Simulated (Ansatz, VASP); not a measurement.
**One calculation of Cd2Cl3, two programs**

```xyz
5
Lattice="4.0878 0.0000 0.0000 -2.0439 3.5402 0.0000 0.0000 0.0000 9.9542" Properties=species:S:1:pos:R:3 pbc="T T T"
Cd    0.0000    2.3601    1.8009
Cd    2.0439    1.1801    8.1533
Cl    0.0000    0.0000    0.0000
Cl    0.0000    2.3601    6.8525
Cl    2.0439    1.1801    3.1017
```

Alike in both runs: functional PBE; k mesh 12 × 12 × 4; occupations gaussian, width 0.1 eV; no spin polarisation.

Ansatz relaxed the structure, and its values are those at the end. VASP's run is a single point on that final structure, the one shown.

```csv
,VASP,Ansatz
version,VASP 6.6.1,Ansatz 0.2.0
potentials or method,"VASP PAW PBE potentials, release 64 (Cd, Cl), cutoff 520 eV","scalar-relativistic, plane waves, PAW"
valence electrons in the cell,45,61
```

Ansatz gave:

| Quantity | Value |
| --- | --- |
| gap on the k mesh at the Fermi level (eV) | none |
| pressure (GPa) | 0.0 |
| rms of the force components (eV/Å) | 0.000 |

Q: What did VASP give for the same quantities?

A: gap on the k mesh at the Fermi level (eV): none; pressure (GPa): 0.1; rms of the force components (eV/Å): 0.011.

A gap of «none» marks a metal or a gap that the smearing closes. With one functional, cell and mesh, what is left measures potentials, basis and numerics. VASP's potentials hold 45 valence electrons a cell and Ansatz's 61, so a difference there can come from the potentials and not from the codes.
